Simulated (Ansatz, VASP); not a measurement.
## Two plane-wave programs on SnO

The input INCAR:

```
ALGO = Normal
DIPOL = 0.5 0.5 0.404
EDIFF = 1E-6
ENCUT = 520
GGA = PE
IDIPOL = 3
ISIF = 2
ISMEAR = 0
IVDW = 12
LASPH = True
LCHARG = False
LDIPOL = True
LREAL = False
LWAVE = False
NBANDS = 50
NELM = 60
PREC = Accurate
SIGMA = 0.05
```

File KPOINTS:

```
k-points
0
Gamma
  7 7 1
```

The input POSCAR:

```
SnO
1.0
    3.8201629585      0.0000000000      0.0000000000
    0.0000000000      3.8201629585      0.0000000000
    0.0000000000      0.0000000000     22.2260830948
Sn O
4 4
Direct
    0.7500000000      0.2500000000      0.2024648239
    0.2500000000      0.7500000000      0.3087832219
    0.5000000000      1.1250000000      0.5000000000
    1.0000000000      0.6250000000      0.6063183980
    0.2500000000      0.2500000000      0.2556240229
    0.7500000000      0.7500000000      0.2556240229
    1.0000000000      1.1250000000      0.5531591990
    0.5000000000      0.6250000000      0.5531591990
```

Input for Ansatz:

```yaml
crystal:
  lattice:
    - [3.8201629585, 0.0, 0.0]
    - [0.0, 3.8201629585, 0.0]
    - [0.0, 0.0, 22.2260830948]
  atoms:
    - { symbol: Sn, position: [0.75, 0.25, 0.2024648239] }
    - { symbol: O, position: [0.25, 0.25, 0.2556240229] }
    - { symbol: O, position: [0.75, 0.75, 0.2556240229] }
    - { symbol: Sn, position: [0.25, 0.75, 0.3087832219] }
    - { symbol: Sn, position: [0.5, 1.125, 0.5] }
    - { symbol: O, position: [1.0, 1.125, 0.553159199] }
    - { symbol: O, position: [0.5, 0.625, 0.553159199] }
    - { symbol: Sn, position: [1.0, 0.625, 0.606318398] }
basis:
  ecutwfc: 420
kpoints:
  mp_grid: { grid: [7, 7, 1] }
hamiltonian:
  xc: pbe
  pseudopotentials: { kind: paw, azcp: { folder: soft_1 } }
  dispersion: d3bj
scf:
  occupations: { method: gaussian, width: 0.05 }
output:
  forces: true
  eigenvalues: true
efield:
  axis: 3
  dipole_correction: true
  ramp_width: 0.04
```

Alike in both runs: task single point; functional PBE; dispersion D3(BJ); k mesh 7 × 7 × 1; occupations gaussian, width 0.05 eV; no spin polarisation.

```csv
,VASP,Ansatz
version,VASP 6.6.1,Ansatz 0.2.0
potentials or method,"VASP PAW PBE potentials, release 64 (Sn_d, O), cutoff 520 eV","scalar-relativistic, plane waves, PAW"
valence electrons in the cell,80,80
```

```tsv
	VASP	Ansatz	Ansatz less VASP
gap on the k mesh at the Fermi level (eV)	2.56	2.61	+0.045
least direct gap on the mesh (eV)	2.59	2.63	+0.043
rms of the force components (eV/Å)	0.051	0.019	-0.0320
```
